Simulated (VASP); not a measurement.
Input of a VASP 6.6.1 run:

POSCAR

```
TiB2
1.0
    2.9461660724      0.0000000000      0.0000000000
   -1.4730830362      2.5514545135      0.0000000000
    0.0000000000      0.0000000000      3.1399057666
Ti B
1 2
Direct
    0.0000000000      0.0000000000      0.0000000000
    0.3333333333      0.6666666667      0.5000000000
    0.6666666667      0.3333333333      0.5000000000
```

Contents of INCAR.step1:

```
SYSTEM = TiB2
ALGO = Normal ; EDIFF = 1E-4
ENCUT = 520 ; GGA = PE
ISMEAR = -1 ; LASPH = .True.
LCHARG = .False. ; LREAL = .False.
LWAVE = .True. ; NBANDS = 16
NELM = 80 ; PREC = Accurate
SIGMA = 0.15
```

Contents of INCAR.step2:

```
SYSTEM = TiB2
ALGO = Normal ; EDIFF = 1E-6
ENCUT = 520 ; ISIF = 2
ISMEAR = -1 ; ISTART = 1
LASPH = .True. ; LCHARG = .False.
LMIXTAU = .True. ; LREAL = .False.
LWAVE = .False. ; METAGGA = R2SCAN
NBANDS = 16 ; NELM = 80
PREC = Accurate ; SIGMA = 0.15
```

File KPOINTS:

```
k-points
0
Gamma
  11 11 9
  0 0 0
```

Potentials or basis: VASP PAW PBE potentials, release 64 (Ti_sv, B).

Launch:

```console
$ cat potpaw_PBE.64/Ti_sv/POTCAR potpaw_PBE.64/B/POTCAR > POTCAR
$ cp INCAR.step1 INCAR
$ mpirun -np 1 vasp_std > vasp.out
$ cp INCAR.step2 INCAR
$ mpirun -np 1 vasp_std > vasp.out
```

(1) Predict the band gap on the k mesh.

(2) Estimate the pressure.

Results:

(1) zero (band 9 reaches 11.29 eV, above the bottom of band 10 at 10.77 eV).

(2) 25.2 GPa.

Caveat: the PAW data sets were made with another functional, which shifts forces and pressure a little.
